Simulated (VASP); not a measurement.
Ba2Hf2O: relaxation of cell and atoms with PBE

The system is Ba2Hf2O.

```
CELL_PARAMETERS angstrom
5.50000 0.00000 0.00000
-2.75000 4.76314 0.00000
0.00000 0.00000 5.46225
ATOMIC_POSITIONS crystal
Ba 0.33333 0.66667 0.68903
Ba 0.66667 0.33333 0.68903
Hf 0.33333 0.66667 0.18868
Hf 0.66667 0.33333 0.18868
O 0.00000 0.00000 0.04241
```

```json
{
  "Program": "VASP 6.6.1",
  "Task": "relaxation of cell and atoms",
  "Functional": "PBE",
  "Potentials or basis": "VASP PAW PBE potentials, release 64 (Ba_sv, Hf_pv, O)",
  "Cutoff": "600 eV",
  "k mesh": "6 × 6 × 4",
  "Occupations": "gaussian, width 0.1 eV",
  "Spin": "no spin polarisation",
  "Dipole correction": "no",
  "Further INCAR settings": "ALGO = Normal; EDIFF = 1e-07; IBRION = 2; EDIFFG = -0.04; NSW = 90; ISIF = 3"
}
```

```yaml
Relaxed_volume: 31.35 Å³/atom
Relaxed_cell: a = 5.205 Å, b = 5.205 Å, c = 6.682 Å, α = 90.00°, β = 90.00°, γ = 120.00°
Space_group_after_relaxing_to_0.05_Å: P6/mmm (No. 191)
Energy_gained_by_relaxing: 599.5 meV/atom
Ionic_steps: 39
Pressure_after_relaxing: 0.0 GPa
Largest_force_after_relaxing: 0.017 eV/Å
Band_gap_on_the_k_mesh: zero (band 23 reaches 3.02 eV, above the bottom of band 24 at 2.00 eV)
```

Forces in eV/Å, atoms in the order of the input:
```
Ba   0.000  0.000  0.012
Ba   0.000  0.000  0.012
Hf   0.000  0.000 -0.003
Hf   0.000  0.000 -0.003
O    0.000  0.000 -0.017
```

Stress tensor (GPa, compression positive):
```
 0.06  0.00  0.00
 0.00  0.06  0.00
 0.00  0.00 -0.04
```

The path:
```tsv
step	energy change (eV)	largest force (eV/Å)	pressure (GPa)	volume (Å³)
1	0.0000	0.4458	4.43	143.10
2	-1.3315	0.2663	-1.99	157.36
3	-1.3987	0.4091	-1.39	153.96
4	-1.4013	0.3981	-1.48	154.41
5	-1.4468	0.3796	-0.12	148.71
6	-1.4485	0.3743	0.23	147.46
7	-1.4635	0.4120	0.30	147.29
8	-1.5016	0.5177	0.56	146.77
9	-1.5183	0.6455	1.29	145.69
10	-1.5244	0.6112	0.96	146.13
11	-1.5302	0.6164	0.93	146.27
12	-1.5472	0.6311	0.87	146.69
13	-1.5796	0.6543	0.74	147.54
14	-1.6369	0.6933	0.51	149.23
15	-1.7170	1.0679	0.25	152.66
16	-1.6782	2.0941	0.49	159.66
17	-1.7386	1.3701	0.27	154.84
18	-1.7664	1.3760	0.22	155.38
19	-1.8488	1.3931	0.05	157.01
20	-2.0076	1.4210	-0.24	160.27
21	-2.2144	1.4421	-0.74	166.78
22	-2.2179	1.4296	-0.89	169.30
23	-2.3719	1.1581	-0.77	168.47
24	-2.5602	0.6269	0.06	166.12
25	-2.5628	0.5707	0.22	165.80
26	-2.6108	0.5361	-0.14	166.13
27	-2.7263	0.4386	-1.08	167.04
28	-2.8411	0.2798	-2.33	168.67
29	-2.8902	0.2492	-1.94	166.08
30	-2.9773	0.1295	-0.55	158.42
31	-2.9828	0.0735	0.06	155.63
32	-2.9830	0.0820	-0.03	156.02
33	-2.9888	0.0750	0.06	155.95
34	-2.9934	0.0692	0.26	155.80
35	-2.9946	0.0666	0.09	156.47
36	-2.9950	0.0636	-0.09	157.20
37	-2.9955	0.0591	-0.07	157.15
38	-2.9967	0.0451	-0.04	157.02
39	-2.9977	0.0166	0.03	156.75
```

Final structure:
```cif
data_structure
_symmetry_space_group_name_H-M 'P 1'
_symmetry_Int_Tables_number 1
_cell_length_a 5.2047
_cell_length_b 5.2047
_cell_length_c 6.6815
_cell_angle_alpha 90.000
_cell_angle_beta 90.000
_cell_angle_gamma 120.000
_cell_volume 156.75
loop_
_atom_site_label
_atom_site_type_symbol
_atom_site_fract_x
_atom_site_fract_y
_atom_site_fract_z
_atom_site_occupancy
Ba1 Ba 0.33333 0.66667 0.75904 1
Ba2 Ba 0.66667 0.33333 0.75904 1
Hf1 Hf 0.33333 0.66667 0.25959 1
Hf2 Hf 0.66667 0.33333 0.25959 1
O1 O 0.00000 0.00000 0.76059 1
```

Levels at points of the mesh, in eV from the Fermi level:
```tsv
k point	band 18	band 19	band 20	band 21	band 22	band 23	band 24	band 25	band 26	band 27
(0.00, 0.00, 0.00)	-2.05	-1.43	-0.69	-0.65	-0.65	0.47	0.86	0.86	0.88	0.88
(0.50, 0.00, 0.00)	-2.04	-1.99	-1.59	-1.14	-0.60	-0.03	0.04	0.11	0.84	0.89
(0.00, 0.00, 0.50)	-2.04	-1.21	-0.54	0.20	0.20	0.32	0.32	0.73	0.73	0.97
(0.50, 0.00, 0.50)	-2.11	-2.06	-0.95	-0.31	-0.15	-0.05	0.00	0.09	0.46	1.20
```

It took 30 min on 1 thread of Intel(R) Xeon(R) 6975P-C (Granite Rapids), on a shared host, peak memory 0.44 GiB.

Caveat: spin-orbit coupling is left out, which moves the levels of the heavy elements.
